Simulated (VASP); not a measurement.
# Si6N in VASP: further runs

Si6N is run at these levels: PBE; tasks: single point.

Everything below comes from runs of VASP 6.6.1. Logs are shortened: lines on timing, memory, paths and dates and some standing lists are left out, and cuts for length are marked.

**1. The cell of the first run**

The cell holds a slab with vacuum, 7 atoms: a = 3.851 Å, b = 3.851 Å, c = 22.533 Å, α = 90.00°, β = 90.00°, γ = 120.00°.

**2. Single point, PBE, collinear spin, ferromagnetic start**

Contents of INCAR:

```
SYSTEM = Si6N
ALGO = Normal ; DIPOL = 0.5 0.5 0.368
EDIFF = 1E-6 ; ENCUT = 520
GGA = PE ; IDIPOL = 3
ISIF = 2 ; ISMEAR = 0
ISPIN = 2 ; LASPH = .True.
LCHARG = .True. ; LDIPOL = .True.
LELF = .True. ; LORBIT = 11
LREAL = .False. ; LVACPOTAV = .True.
LVHAR = .True. ; LWAVE = .False.
MAGMOM = 0 0 0 0 0 0 3 ; NBANDS = 28
NELM = 150 ; PREC = Accurate
SIGMA = 0.05
```

Contents of KPOINTS:

```
k-points
0
Gamma
  9 9 1
  0 0 0
```

Contents of POSCAR:

```
Si6N
1.0
    3.8512806261      0.0000000000      0.0000000000
   -1.9256403131      3.3353068593      0.0000000000
    0.0000000000      0.0000000000     22.5327139716
Si N
6 1
Direct
    0.6666666667      0.3333333333      0.1775196723
    0.3333333333      0.6666666667      0.2130730340
    0.3333333333      0.6666666667      0.3187592658
    0.6666666667      0.3333333333      0.3526875901
    0.6666666667      0.3333333333      0.4598337302
    0.3333333333      0.6666666667      0.4896309422
    0.3333333333      0.6666666667      0.5677822419
```

Potentials or basis: VASP PAW PBE potentials, release 64 (Si, N).

Launch:

```sh
> cat potpaw_PBE.64/Si/POTCAR potpaw_PBE.64/N/POTCAR > POTCAR
> mpirun -np 1 vasp_std > vasp.out
```

OUTCAR:

```text
SYSTEM = Si6N
   EDIFF = 1E-6
   ENCUT = 520
   GGA = PE
   ISIF = 2
   ISMEAR = 0
   ISPIN = 2
   LASPH = .True.
   LORBIT = 11
   LREAL = .False.
   NELM = 150
   PREC = Accurate

 ion  position               nearest neighbor table
   1  0.667  0.333  0.178-   2 2.36   2 2.36   2 2.36
   2  0.333  0.667  0.213-   1 2.36   1 2.36   1 2.36   3 2.38
   3  0.333  0.667  0.319-   4 2.35   4 2.35   4 2.35   2 2.38
   4  0.667  0.333  0.353-   3 2.35   3 2.35   3 2.35   5 2.41
   5  0.667  0.333  0.460-   6 2.32   6 2.32   6 2.32   4 2.41
   6  0.333  0.667  0.490-   7 1.76   5 2.32   5 2.32   5 2.32
   7  0.333  0.667  0.568-   6 1.76

  LATTYP: Found a hexagonal cell.
 ALAT       =     3.8512806261
 C/A-ratio  =     5.8507068581

  Lattice vectors:

 A1 = (   3.8512806261,   0.0000000000,   0.0000000000)
 A2 = (  -1.9256403131,   3.3353068593,   0.0000000000)
 A3 = (   0.0000000000,   0.0000000000,  22.5327139716)

Analysis of symmetry for initial positions (statically):
=====================================================================
 Subroutine PRICEL returns:
 Original cell was already a primitive cell.

 Routine SETGRP: Setting up the symmetry group for a
 hexagonal supercell.

 Subroutine GETGRP returns: Found  6 space group operations
 (whereof  6 operations were pure point group operations)
 out of a pool of 24 trial point group operations.

The static configuration has the point symmetry C_3v.

Analysis of symmetry for dynamics (positions and initial velocities):
=====================================================================
 Subroutine PRICEL returns:
 Original cell was already a primitive cell.

 Routine SETGRP: Setting up the symmetry group for a
 hexagonal supercell.

 Subroutine GETGRP returns: Found  6 space group operations
 (whereof  6 operations were pure point group operations)
 out of a pool of 24 trial point group operations.

The dynamic configuration has the point symmetry C_3v.

Analysis of structural, dynamic, and magnetic symmetry:
=====================================================================
 Subroutine PRICEL returns:
 Original cell was already a primitive cell.

 Routine SETGRP: Setting up the symmetry group for a
 hexagonal supercell.

 Subroutine GETGRP returns: Found  6 space group operations
 (whereof  6 operations were pure point group operations)
 out of a pool of 24 trial point group operations.

The overall configuration has the point symmetry C_3v.

 Subroutine INISYM returns: Found  6 space group operations
 (whereof  6 operations are pure point group operations),
 and found     1 'primitive' translations

----------------------------------------------------------------------------------------

                                     Primitive cell

  volume of cell :     289.4373

  direct lattice vectors                    reciprocal lattice vectors
     3.851280626  0.000000000  0.000000000     0.259653891  0.149911244  0.000000000
    -1.925640313  3.335306859  0.000000000     0.000000000  0.299822488  0.000000000
     0.000000000  0.000000000 22.532713972     0.000000000  0.000000000  0.044379918

  length of vectors
     3.851280626  3.851280626 22.532713972     0.299822488  0.299822488  0.044379918

  position of ions in fractional coordinates (direct lattice)
     0.666666667  0.333333333  0.177519672
     0.333333333  0.666666667  0.213073034
     0.333333333  0.666666667  0.318759266
     0.666666667  0.333333333  0.352687590
     0.666666667  0.333333333  0.459833730
     0.333333333  0.666666667  0.489630942
     0.333333333  0.666666667  0.567782242

  ion indices of the primitive-cell ions
   primitive index   ion index
                 1           1
                 2           2
                 3           3
                 4           4
[... 42 lines left out ...]
  0.333333  0.222222  0.000000     12.000000
  0.333333  0.333333  0.000000      2.000000
   k-points           NKPTS =     12   k-points in BZ     NKDIM =     12   number of bands    NBANDS=     28
   number of dos      NEDOS =    301   number of ions     NIONS =      7
   total plane-waves  NPLWV = 151200
   dimension x,y,z NGX =    30 NGY =   30 NGZ =  168
   dimension x,y,z NGXF=    60 NGYF=   60 NGZF=  336
   ions per type =               6   1
   NGX,Y,Z   is equivalent  to a cutoff of  12.95, 12.95, 12.40 a.u.
   NGXF,Y,Z  is equivalent  to a cutoff of  25.90, 25.90, 24.79 a.u.
 SYSTEM =  Si6N
   PREC   = accura    normal or accurate (medium, high low for compatibility)
   ISTART =      0    job   : 0-new  1-cont  2-samecut
   ICHARG =      2    charge: 1-file 2-atom 10-const
   ISPIN  =      2    spin polarized calculation?
   LNONCOLLINEAR =      F non collinear calculations
   LSORBIT =      F    spin-orbit coupling
   LASPH  =      T    aspherical Exc in radial PAW
   ENCUT  =  520.0 eV  38.22 Ry    6.18 a.u.   7.16  7.16 41.90*2*pi/ulx,y,z
   NELM   =    150;   NELMIN=  2; NELMDL= -5     # of ELM steps
   EDIFF  = 0.1E-05   stopping-criterion for ELM
   LREAL  =      F    real-space projection
   EDIFFG = 0.1E-04   stopping-criterion for IOM
   NSW    =      0    number of steps for IOM
   IBRION =     -1    ionic relax: 0-MD 1-quasi-New 2-CG
   NFREE  =      0    steps in history (QN), initial steepest desc. (CG)
   ISIF   =      2    stress and relaxation
   ISYM   =      2    0-nonsym 1-usesym 2-fastsym
   POTIM  = 0.5000    time-step for ionic-motion
   TEBEG  =    0.0;   TEEND  =   0.0 temperature during run
   PSTRESS=    0.0 pullay stress
   NELECT =      29.0000    total number of electrons
   NUPDOWN=      -1.0000    fix difference up-down
   EMIN   =  10.00;   EMAX   =-10.00  energy-range for DOS
   EFERMI =   0.00;   METHOD = LEGACY
   ISMEAR =     0;   SIGMA  =   0.05  broadening in eV -4-tet -1-fermi 0-gaus
   EFERMI_NEDOS =   21; number of points for ismear=-14 and -15
   IALGO  =     38    algorithm
   IMIX   =      4    mixing-type and parameters
     AMIX     =   0.40;   BMIX     =  1.00
     AMIX_MAG =   1.60;   BMIX_MAG =  1.00
  volume/ion in A,a.u.               =      41.35       279.03
  Fermi-wavevector in a.u.,A,eV,Ry     =   0.760366  1.436883  7.866296  0.578156
  Thomas-Fermi vector in A             =   1.859367
   LORBIT       =     11    0 simple, 1 ext, 2 COOP (PROOUT), +10 PAW based schemes
   GGA     = PE    functional components
   LHFCALC =     F    Hartree Fock is set to
   AEXX    =    0.0000 exact exchange contribution
   IVDW    =     0    specifies the selected vdW correction
   LEPSILON=     F    determine dielectric tensor
   LRPA    =     F    only Hartree local field effects (RPA)
 spin polarized calculation
 Gauss-broadening in eV      SIGMA  =   0.05
  energy-cutoff  :      520.00
  volume of cell :      289.44
 maximum number of plane-waves:      7845
 NGX is ok and might be reduce to    30
   NGX = 15   NGY = 15   NGZ = 83

 dipolmoment           0.000000      0.000000     -0.087937 electrons x Angstroem

 number of electron      29.0000001 magnetization       0.9997524

 dipolmoment           0.000000      0.000000      0.208677 electrons x Angstroem

 Free energy of the ion-electron system (eV)
  ---------------------------------------------------
  ext. energy  EPLUGINS =         0.00000000
  ---------------------------------------------------
  free energy    TOTEN  =       -36.04746273 eV

  energy without entropy =      -36.04685463  energy(sigma->0) =      -36.04715868

 E-fermi :  -0.7965     XC(G=0):  -4.9022

 val. band max:       -0.8247743491   @ k =   0.0000   0.0000   0.0000
 cond. band min:      -0.7445462642   @ k =   0.4444   0.0000   0.0000
 fundamental gap:      0.0802280849
 Fermi energy:        -0.7965397075

 spin component 1

 k-point     1 :       0.0000    0.0000    0.0000
  band No.  band energies     occupation
      1     -15.6171      1.00000
      2     -12.5113      1.00000
      3     -11.5412      1.00000
      4     -10.6911      1.00000
      5      -6.5321      1.00000
      6      -4.3956      1.00000
[... 337 lines left out ...]
     25       5.2768      0.00000
     26       5.4916      0.00000
 Fermi energy:        -0.7965397075

 spin component 2

 k-point     1 :       0.0000    0.0000    0.0000
  band No.  band energies     occupation
      1     -13.8726      1.00000
      2     -12.5092      1.00000
      3     -11.4856      1.00000
      4     -10.4508      1.00000
      5      -6.6525      1.00000
      6      -4.3343      1.00000
[... 337 lines left out ...]
     25       5.3484      0.00000
     26       5.4378      0.00000
 [bands above 26 left out]

------------------------ aborting loop because EDIFF is reached ----------------------------------------

  FORCE on cell =-STRESS in cart. coord.  units (eV):
  Direction    XX          YY          ZZ          XY          YZ          ZX
  --------------------------------------------------------------------------------------
  -------------------------------------------------------------------------------------
  Total        1.4303135      1.4303135      0.7470753     -0.0000000      0.0000000     -0.0000000
  in kB        7.9174867      7.9174867      4.1354281     -0.0000000      0.0000000     -0.0000000
  external PRESSURE =       6.6568005 kB  Pullay stress =       0.0000000 kB

 VOLUME and BASIS-vectors are now :
 -----------------------------------------------------------------------------
  energy-cutoff  :      520.00
  volume of cell :      289.44
      direct lattice vectors                 reciprocal lattice vectors
     3.851280626  0.000000000  0.000000000     0.259653891  0.149911244  0.000000000
    -1.925640313  3.335306859  0.000000000     0.000000000  0.299822488  0.000000000
     0.000000000  0.000000000 22.532713972     0.000000000  0.000000000  0.044379918

 POSITION                                       TOTAL-FORCE (eV/Angst)
 -----------------------------------------------------------------------------------
      1.92564      1.11177      4.00000        -0.000000      0.000000      0.448954
     -0.00000      2.22354      4.80111        -0.000000      0.000000     -0.640074
     -0.00000      2.22354      7.18251         0.000000      0.000000     -0.043488
      1.92564      1.11177      7.94701        -0.000000      0.000000      0.293418
      1.92564      1.11177     10.36130        -0.000000      0.000000     -0.874784
     -0.00000      2.22354     11.03271         0.000000     -0.000000      0.771463
     -0.00000      2.22354     12.79367         0.000000      0.000000      0.044510
 -----------------------------------------------------------------------------------
    total drift:                                0.000000     -0.000000     -0.000654

  FREE ENERGIE OF THE ION-ELECTRON SYSTEM (eV)
  ---------------------------------------------------
  free  energy   TOTEN  =       -36.0474627265 eV

  energy  without entropy=      -36.0468546320  energy(sigma->0) =      -36.04715868

 vacuum level on the upper side and lower side of the slab         6.708         3.767

 total charge

# of ion       s       p       d       tot
------------------------------------------
    1        0.791   0.848   0.000   1.639
    2        0.755   0.914   0.000   1.669
    3        0.758   0.923   0.000   1.681
    4        0.754   0.923   0.000   1.678
    5        0.762   0.943   0.000   1.705
    6        0.749   0.979   0.000   1.729
    7        1.343   2.112   0.000   3.455
--------------------------------------------------
tot          5.912   7.644   0.000  13.556

 magnetization (x)

# of ion       s       p       d       tot
------------------------------------------
    1       -0.039  -0.185   0.000  -0.223
    2       -0.002  -0.013   0.000  -0.015
    3       -0.008  -0.032   0.000  -0.040
    4       -0.000   0.007   0.000   0.007
    5        0.021   0.061   0.000   0.081
    6       -0.010  -0.034   0.000  -0.043
    7        0.026   1.058   0.000   1.084
--------------------------------------------------
tot         -0.012   0.862   0.000   0.851
```

Run time: 15 min. Hardware: 1 thread of Intel Xeon 8259CL, shared host; peak memory 0.57 GiB.

What came out:

- Free energy: -36.0475 eV
- Largest force: 0.875 eV/Å
- Band gap on the k mesh: 0.08 eV (least direct gap 0.41 eV)
- Net moment: 1.00 μB per cell
- Site moments: Si -0.22, -0.01, -0.04, +0.01, +0.08 (each value once); N +1.08 μB
- Valence electrons inside the program's atomic spheres: Si 1.64, 1.67, 1.68, 1.71, 1.73 (each value once); N 3.46

Forces in eV/Å, atoms in the order of the input:
```
Si   0.000  0.000  0.449
Si   0.000  0.000 -0.640
Si   0.000  0.000 -0.043
Si   0.000  0.000  0.293
Si   0.000  0.000 -0.875
Si   0.000  0.000  0.771
N    0.000  0.000  0.045
```

Caveat: semilocal functionals underestimate gaps, and a narrow one can read as zero.

**3. Single point, PBE, collinear spin, ferromagnetic start**

Contents of INCAR:

```
SYSTEM = Si6N
PREC     = Accurate       ! precision mode
ENCUT    = 520            ! plane-wave cutoff, eV
EDIFF    = 1E-6           ! SCF threshold, eV
ISMEAR   = 0              ! smearing method
SIGMA    = 0.05           ! smearing width, eV
LREAL    = .False.        ! projectors in reciprocal space
LASPH    = .True.         ! aspherical terms in the spheres
NELM     = 150            ! most SCF steps
ALGO     = Normal         ! electronic algorithm
ISIF     = 2              ! what is computed and relaxed
LWAVE    = .False.        ! write WAVECAR
LCHARG   = .True.         ! write CHGCAR
ISPIN    = 2              ! spin polarisation
MAGMOM   = 0 0 0 0 0 0 3  ! initial moments
LORBIT   = 11             ! projections on sites
LDIPOL   = .True.       
IDIPOL   = 3            
DIPOL    = 0.5 0.5 0.364
GGA      = PE             ! functional
LELF     = .True.         ! ELF
LVHAR    = .True.       
LVACPOTAV= .True.       
NBANDS   = 28             ! bands
```

Contents of KPOINTS:

```
Automatic mesh
0
Gamma
  9 9 1
  0 0 0
```

Edit POSCAR of step 2 so:

```diff
@@ -14,2 +14,2 @@
     0.3333333333      0.6666666667      0.4896309422
-    0.3333333333      0.6666666667      0.5677822419
+    0.6666666667      1.3333333333      0.5353043170
```

Potentials or basis: VASP PAW PBE potentials, release 64 (Si, N).

Launch:

```sh
> cat potpaw_PBE.64/Si/POTCAR potpaw_PBE.64/N/POTCAR > POTCAR
> mpirun -np 1 vasp_std > vasp.out
```

Run time: 13 min. Hardware: 1 thread of Intel Xeon 8259CL, shared host; peak memory 0.57 GiB.

It converged, with:

| Property | Result |
| --- | --- |
| Free energy | -35.5423 eV |
| Largest force | 2.165 eV/Å |
| Net moment | -0.81 μB per cell |
| Site moments | Si -0.20, -0.02, -0.05, -0.01 (each value once); N +0.00 μB |
| Valence electrons inside the program's atomic spheres | Si 1.64, 1.67, 1.68, 1.70, 1.58 (each value once); N 3.54 |

Forces on the atoms (eV/Å):
```
Si   0.000  0.000  0.450
Si   0.000  0.000 -0.566
Si   0.000  0.000 -0.085
Si   0.000  0.000  0.434
Si   0.000  0.000 -2.165
Si   0.000  0.000  1.892
N    0.000  0.000  0.039
```

Levels at points of the mesh, in eV from the Fermi level:
Spin up:
| k point | band 10 | band 11 | band 12 | band 13 | band 14 | band 15 | band 16 | band 17 | band 18 | band 19 |
| --- | --- | --- | --- | --- | --- | --- | --- | --- | --- | --- |
| (0.00, 0.00, 0.00) | -1.11 | -1.11 | -0.15 | -0.15 | 0.03 | 0.96 | 0.96 | 1.49 | 1.57 | 2.36 |
Spin down:
```tsv
k point	band 13	band 14	band 15	band 16	band 17	band 18
(0.00, 0.00, 0.00)	-0.28	-0.28	0.95	0.95	1.35	1.42
```

Caveat: a moment this small can come from the mesh or the smearing.

The gap in the log of VASP goes by the Fermi energy; the results here count the filled bands.